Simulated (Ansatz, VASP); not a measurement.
**I: VASP beside Ansatz**

Contents of INCAR:

```
PREC     = Accurate       # precision mode
ENCUT    = 520            # plane-wave cutoff, eV
EDIFF    = 1E-6           # SCF threshold, eV
ISMEAR   = 0              # smearing method
SIGMA    = 0.3            # smearing width, eV
LREAL    = F              # projectors in reciprocal space
LASPH    = T              # aspherical terms in the spheres
NELM     = 80             # most SCF steps
ALGO     = Normal         # electronic algorithm
ISIF     = 2              # what is computed and relaxed
LWAVE    = F              # write WAVECAR
LCHARG   = F              # write CHGCAR
NBANDS   = 22             # bands
```

KPOINTS

```
regular mesh
0
Gamma
  9 9 4
```

POSCAR

```
I
1.0
    3.5886574692     -2.1413150360      0.0000000000
    3.5886574692      2.1413150360      0.0000000000
    0.0000000000      0.0000000000      9.6272130010
I
4
Direct
    0.8254264989      0.1745735011      0.1231842597
    0.6745735011      0.3254264989      0.6231842597
    0.1745735011      0.8254264989      0.8768157403
    0.3254264989      0.6745735011      0.3768157403
```

Input for Ansatz:

```yaml
crystal:
  lattice:
    - [3.5886574692, -2.141315036, 0.0]
    - [3.5886574692, 2.141315036, 0.0]
    - [0.0, 0.0, 9.627213001]
  atoms:
    - { symbol: I, position: [0.8254264989, 0.1745735011, 0.1231842597] }
    - { symbol: I, position: [0.6745735011, 0.3254264989, 0.6231842597] }
    - { symbol: I, position: [0.1745735011, 0.8254264989, 0.8768157403] }
    - { symbol: I, position: [0.3254264989, 0.6745735011, 0.3768157403] }
hamiltonian:
  xc: lda
  pseudopotentials:
    kind: paw
    azcp:
      I: "pseudopotentials/I.paw.azcp"
basis:
  ecutwfc: 420
  fft_grid_basis: typed
kpoints:
  mp_grid: { grid: [9, 9, 4], shift: [0, 0, 0] }
magnetization:
  spin_polarized: false
scf:
  occupations: { method: gaussian, width: 0.3 }
  lower_state_search: "off"
output:
  stress: true
```

Alike in both runs: task single point; functional LDA; k mesh 9 × 9 × 4; occupations gaussian, width 0.3 eV; no spin polarisation.

|  | VASP | Ansatz |
| --- | --- | --- |
| version | VASP 6.6.1 | Ansatz 0.2.0 |
| potentials or method | VASP PAW LDA potentials, release 64 (I), cutoff 520 eV | plane waves (420 eV) with PAW, scalar-relativistic |
| valence electrons in the cell | 28 | 68 |

|  | VASP | Ansatz | Ansatz less VASP |
| --- | --- | --- | --- |
| pressure (GPa) | 0.0 | 0.0 | 0.00 |
| traceless stress, the component that is largest in VASP (GPa) | 0.09 | 0.09 | +0.001 |

Ansatz warns that its potentials were made for another functional, while VASP's fit it. LDA's correlation is that of Perdew and Zunger in VASP and of Perdew and Wang (1992) in Ansatz. VASP's potentials hold 28 valence electrons a cell and Ansatz's 68, so a difference there can come from the potentials and not from the codes.

Neither program's run includes spin-orbit coupling.
